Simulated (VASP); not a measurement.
# KTaO3 (Pm-3m) in VASP: single point with r2SCAN

Aim: the single point of KTaO3 with r2SCAN.

All numbers are computed with VASP 6.6.1; they aren't measurements. Logs are shortened: lines on timing, memory, paths and dates and some standing lists are left out, and cuts for length are marked.

**1. The cell of the first run**

The structure is cubic, space group Pm-3m (No. 221). The conventional cell has a = 3.990 Å, b = 3.990 Å, c = 3.990 Å, α = 90.00°, β = 90.00°, γ = 90.00°. K (site symmetry m-3m) has 12 O at 2.82 Å and 8 Ta at 3.46 Å within 3.7 Å. Ta (site symmetry m-3m) has 6 O at 2.00 Å within 2.6 Å. O (site symmetry 4/mmm) has 2 Ta at 2.00 Å within 2.6 Å.

**2. Single point, r2SCAN, non-collinear spin, zero start, spin-orbit coupling**

POSCAR reads:

```
KTaO3
1.0
    3.9901311030      0.0000000000      0.0000000000
    0.0000000000      3.9901311030      0.0000000000
    0.0000000000      0.0000000000      3.9901311030
K Ta O
1 1 3
Direct
    0.0000000000      0.0000000000      0.0000000000
    0.5000000000      0.5000000000      0.5000000000
    0.5000000000      0.5000000000      0.0000000000
    0.5000000000      0.0000000000      0.5000000000
    0.0000000000      0.5000000000      0.5000000000
```

INCAR.step1 reads:

```
SYSTEM = KTaO3
PREC = Accurate
ENCUT = 520
ISMEAR = 0
SIGMA = 0.01
LREAL = .FALSE.
LASPH = .TRUE.
NELM = 150
LNONCOLLINEAR = .TRUE.
MAGMOM = 0 0 0 0 0 0 0 0 0 0 0 0 0 0 0
LSORBIT = .TRUE.
GGA_COMPAT = .FALSE.
LMAXMIX = 4
NBANDS = 53
GGA = PE
ALGO = Normal
EDIFF = 1E-4
LWAVE = .TRUE.
LCHARG = .FALSE.
```

INCAR.step2 reads:

```
SYSTEM = KTaO3
PREC = Accurate
ENCUT = 520
EDIFF = 1E-6
ISMEAR = 0
SIGMA = 0.01
LREAL = .FALSE.
LASPH = .TRUE.
NELM = 150
ALGO = Normal
ISIF = 2
LWAVE = .FALSE.
LCHARG = .FALSE.
LNONCOLLINEAR = .TRUE.
MAGMOM = 0 0 0 0 0 0 0 0 0 0 0 0 0 0 0
LORBIT = 11
LSORBIT = .TRUE.
GGA_COMPAT = .FALSE.
LORBMOM = .TRUE.
LMAXMIX = 4
METAGGA = R2SCAN
LMIXTAU = .TRUE.
NBANDS = 53
ISTART = 1
```

KPOINTS reads:

```
Automatic mesh
0
G
  6 6 6
  0 0 0
```

Potentials or basis: VASP PAW PBE potentials, release 64 (K_sv, Ta_pv, O).

Run with:

```bash
cat potpaw_PBE.64/K_sv/POTCAR potpaw_PBE.64/Ta_pv/POTCAR potpaw_PBE.64/O/POTCAR > POTCAR
cp INCAR.step1 INCAR
mpirun -np 1 vasp_ncl > vasp.out
cp INCAR.step2 INCAR
mpirun -np 1 vasp_ncl > vasp.out
```

OUTCAR:

```text
SYSTEM = KTaO3
   PREC = Accurate
   ENCUT = 520
   EDIFF = 1E-6
   ISMEAR = 0
   LREAL = .FALSE.
   LASPH = .TRUE.
   NELM = 150
   ISIF = 2
   LNONCOLLINEAR = .TRUE.
   LORBIT = 11
   LSORBIT = .TRUE.
   METAGGA = R2SCAN
   ISTART = 1

 ion  position               nearest neighbor table
   1  0.000  0.000  0.000-   3 2.82   4 2.82   5 2.82   4 2.82   5 2.82   3 2.82   5 2.82   5 2.82
                             3 2.82   4 2.82   4 2.82   3 2.82   2 3.46   2 3.46   2 3.46   2 3.46
   2  0.500  0.500  0.500-   3 2.00   4 2.00   5 2.00   3 2.00   4 2.00   5 2.00   1 3.46   1 3.46
                             1 3.46   1 3.46   1 3.46   1 3.46   1 3.46   1 3.46
   3  0.500  0.500  0.000-   2 2.00   2 2.00   1 2.82   1 2.82   1 2.82   1 2.82
   4  0.500  0.000  0.500-   2 2.00   2 2.00   1 2.82   1 2.82   1 2.82   1 2.82
   5  0.000  0.500  0.500-   2 2.00   2 2.00   1 2.82   1 2.82   1 2.82   1 2.82

  LATTYP: Found a simple cubic cell.
 ALAT       =     3.9901311030

  Lattice vectors:

 A1 = (   3.9901311030,   0.0000000000,   0.0000000000)
 A2 = (   0.0000000000,   3.9901311030,   0.0000000000)
 A3 = (   0.0000000000,   0.0000000000,   3.9901311030)

Analysis of symmetry for initial positions (statically):
=====================================================================
 Subroutine PRICEL returns:
 Original cell was already a primitive cell.

 Routine SETGRP: Setting up the symmetry group for a
 simple cubic supercell.

 Subroutine GETGRP returns: Found 48 space group operations
 (whereof 48 operations were pure point group operations)
 out of a pool of 48 trial point group operations.

The static configuration has the point symmetry O_h .

Analysis of symmetry for dynamics (positions and initial velocities):
=====================================================================
 Subroutine PRICEL returns:
 Original cell was already a primitive cell.

 Routine SETGRP: Setting up the symmetry group for a
 simple cubic supercell.

 Subroutine GETGRP returns: Found 48 space group operations
 (whereof 48 operations were pure point group operations)
 out of a pool of 48 trial point group operations.

The dynamic configuration has the point symmetry O_h .

Analysis of structural, dynamic, and magnetic symmetry:
=====================================================================
 Subroutine PRICEL returns:
 Original cell was already a primitive cell.

 Routine SETGRP: Setting up the symmetry group for a
 simple cubic supercell.

 Subroutine GETGRP returns: Found 48 space group operations
 (whereof 48 operations were pure point group operations)
 out of a pool of 48 trial point group operations.

The overall configuration has the point symmetry O_h .

 Subroutine INISYM returns: Found 48 space group operations
 (whereof 48 operations are pure point group operations),
 and found     1 'primitive' translations

----------------------------------------------------------------------------------------

                                     Primitive cell

  volume of cell :      63.5275

  direct lattice vectors                    reciprocal lattice vectors
     3.990131103  0.000000000  0.000000000     0.250618332  0.000000000  0.000000000
     0.000000000  3.990131103  0.000000000     0.000000000  0.250618332  0.000000000
     0.000000000  0.000000000  3.990131103     0.000000000  0.000000000  0.250618332

  length of vectors
     3.990131103  3.990131103  3.990131103     0.250618332  0.250618332  0.250618332

  position of ions in fractional coordinates (direct lattice)
     0.000000000  0.000000000  0.000000000
     0.500000000  0.500000000  0.500000000
     0.500000000  0.500000000  0.000000000
     0.500000000  0.000000000  0.500000000
     0.000000000  0.500000000  0.500000000

  ion indices of the primitive-cell ions
   primitive index   ion index
                 1           1
                 2           2
                 3           3
                 4           4
                 5           5

----------------------------------------------------------------------------------------

[... 121 lines left out ...]
 Fermi energy:         1.5193638233

 k-point     1 :       0.0000    0.0000    0.0000
  band No.  band energies     occupation
      1     -39.2106      1.00000
      2     -39.2106      1.00000
      3     -31.4109      1.00000
      4     -31.4109      1.00000
      5     -31.4108      1.00000
      6     -31.4108      1.00000
[... 1049 lines left out ...]
     49      11.1278      0.00000
     50      11.1278      0.00000
 [bands above 50 left out]

------------------------ aborting loop because EDIFF is reached ----------------------------------------

  FORCE on cell =-STRESS in cart. coord.  units (eV):
  Direction    XX          YY          ZZ          XY          YZ          ZX
  --------------------------------------------------------------------------------------
  -------------------------------------------------------------------------------------
  Total        0.4506699      0.4506699      0.4506699     -0.0000000     -0.0000000      0.0000000
  in kB       11.3659993     11.3659993     11.3659993     -0.0000000     -0.0000000      0.0000000
  external PRESSURE =      11.3659993 kB  Pullay stress =       0.0000000 kB

 VOLUME and BASIS-vectors are now :
 -----------------------------------------------------------------------------
  energy-cutoff  :      520.00
  volume of cell :       63.53
      direct lattice vectors                 reciprocal lattice vectors
     3.990131103  0.000000000  0.000000000     0.250618332  0.000000000  0.000000000
     0.000000000  3.990131103  0.000000000     0.000000000  0.250618332  0.000000000
     0.000000000  0.000000000  3.990131103     0.000000000  0.000000000  0.250618332

 POSITION                                       TOTAL-FORCE (eV/Angst)
 -----------------------------------------------------------------------------------
      0.00000      0.00000      0.00000         0.000000      0.000000      0.000000
      1.99507      1.99507      1.99507         0.000000      0.000000      0.000000
      1.99507      1.99507      0.00000         0.000000      0.000000      0.000000
      1.99507      0.00000      1.99507         0.000000      0.000000      0.000000
      0.00000      1.99507      1.99507         0.000000      0.000000      0.000000
 -----------------------------------------------------------------------------------
    total drift:                                0.000000      0.000000      0.000000

  FREE ENERGIE OF THE ION-ELECTRON SYSTEM (eV)
  ---------------------------------------------------
  free  energy   TOTEN  =       -87.7380194329 eV

  energy  without entropy=      -87.7380194329  energy(sigma->0) =      -87.73801943

 orbital moment (x)

 # of ion     p       d       tot
 ----------------------------------------
  1        -0.000   0.000  -0.000
  2         0.000  -0.000  -0.000
  3         0.000   0.000   0.000
  4         0.000   0.000   0.000
  5        -0.000   0.000  -0.000
 ----------------------------------------
           -0.000  -0.000  -0.000

 orbital moment (y)

 # of ion     p       d       tot
 ----------------------------------------
  1         0.000  -0.000   0.000
  2         0.000   0.000   0.000
  3        -0.000   0.000  -0.000
  4        -0.000   0.000  -0.000
  5        -0.000   0.000  -0.000
 ----------------------------------------
            0.000   0.000   0.000

 orbital moment (z)

 # of ion     p       d       tot
 ----------------------------------------
  1         0.000  -0.000  -0.000
  2         0.000   0.000   0.000
  3         0.000   0.000   0.000
  4         0.000   0.000   0.000
  5         0.000   0.000   0.000
 ----------------------------------------
            0.000  -0.000  -0.000

 Spin-Orbit-Coupling matrix elements

 Ion:    1  E_soc:     -0.0071501
 l=   1
     0.0000000    -0.0011914    -0.0011914
    -0.0011914     0.0000000    -0.0011914
    -0.0011914    -0.0011914     0.0000000
 l=   2
     0.0000000    -0.0000000     0.0000000    -0.0000000    -0.0000003
    -0.0000000     0.0000000    -0.0000002    -0.0000000    -0.0000001
     0.0000000    -0.0000002     0.0000000    -0.0000002     0.0000000
    -0.0000000    -0.0000000    -0.0000002     0.0000000    -0.0000001
    -0.0000003    -0.0000001     0.0000000    -0.0000001     0.0000000
 l=   3
     0.0000000     0.0000000     0.0000000     0.0000000     0.0000000     0.0000000     0.0000000
     0.0000000     0.0000000     0.0000000     0.0000000     0.0000000     0.0000000     0.0000000
     0.0000000     0.0000000     0.0000000     0.0000000     0.0000000     0.0000000     0.0000000
     0.0000000     0.0000000     0.0000000     0.0000000     0.0000000     0.0000000     0.0000000
[... 69 lines left out ...]
 l=   2
     0.0000000     0.0000000     0.0000000     0.0000000     0.0000000
     0.0000000     0.0000000     0.0000000     0.0000000     0.0000000
     0.0000000     0.0000000     0.0000000     0.0000000     0.0000000
     0.0000000     0.0000000     0.0000000     0.0000000     0.0000000
     0.0000000     0.0000000     0.0000000     0.0000000     0.0000000
 l=   3
     0.0000000     0.0000000     0.0000000     0.0000000     0.0000000     0.0000000     0.0000000
     0.0000000     0.0000000     0.0000000     0.0000000     0.0000000     0.0000000     0.0000000
     0.0000000     0.0000000     0.0000000     0.0000000     0.0000000     0.0000000     0.0000000
     0.0000000     0.0000000     0.0000000     0.0000000     0.0000000     0.0000000     0.0000000
     0.0000000     0.0000000     0.0000000     0.0000000     0.0000000     0.0000000     0.0000000
     0.0000000     0.0000000     0.0000000     0.0000000     0.0000000     0.0000000     0.0000000
     0.0000000     0.0000000     0.0000000     0.0000000     0.0000000     0.0000000     0.0000000

 total charge

# of ion       s       p       d       tot
------------------------------------------
    1        1.963   5.702   0.045   7.710
    2        0.360   6.356   2.015   8.731
    3        1.567   3.546   0.000   5.113
    4        1.567   3.546   0.000   5.113
    5        1.567   3.546   0.000   5.113
--------------------------------------------------
tot          7.024  22.696   2.059  31.779

 magnetization (x)

# of ion       s       p       d       tot
------------------------------------------
    1       -0.000   0.000   0.000   0.000
    2        0.000  -0.000  -0.000  -0.000
    3        0.000   0.000   0.000   0.000
    4       -0.000   0.000   0.000   0.000
    5        0.000   0.000   0.000   0.000
--------------------------------------------------
tot         -0.000   0.000  -0.000   0.000

 magnetization (y)

# of ion       s       p       d       tot
------------------------------------------
    1        0.000   0.000  -0.000   0.000
    2        0.000  -0.000  -0.000  -0.000
    3       -0.000   0.000   0.000  -0.000
    4        0.000   0.000   0.000   0.000
    5       -0.000   0.000   0.000   0.000
--------------------------------------------------
tot          0.000   0.000  -0.000   0.000

 magnetization (z)

# of ion       s       p       d       tot
------------------------------------------
    1        0.000   0.000   0.000   0.000
    2        0.000   0.000   0.000   0.000
    3        0.000   0.000   0.000   0.000
    4        0.000   0.000   0.000   0.000
    5       -0.000  -0.000   0.000  -0.000
--------------------------------------------------
tot          0.000   0.000   0.000   0.000
```

Run time: 6.8 min. Hardware: 1 thread of Intel Xeon 6975P-C (Granite Rapids), shared host; peak memory 0.39 GiB.

Results:

| Item | Value |
| --- | --- |
| Free energy | -87.7380 eV |
| Pressure | 1.1 GPa |
| Net moment | 0.00 μB per cell |
| Valence electrons inside the program's atomic spheres | K 7.71; Ta 8.73; O 5.11 |

Moments on the atoms (μB; x, y, z):
```
K   0.00 0.00 0.00
Ta  0.00 0.00 0.00
O   0.00 0.00 0.00
O   0.00 0.00 0.00
O   0.00 0.00 0.00
```

Caveat: the PAW data sets were made with another functional, which shifts forces and pressure a little.
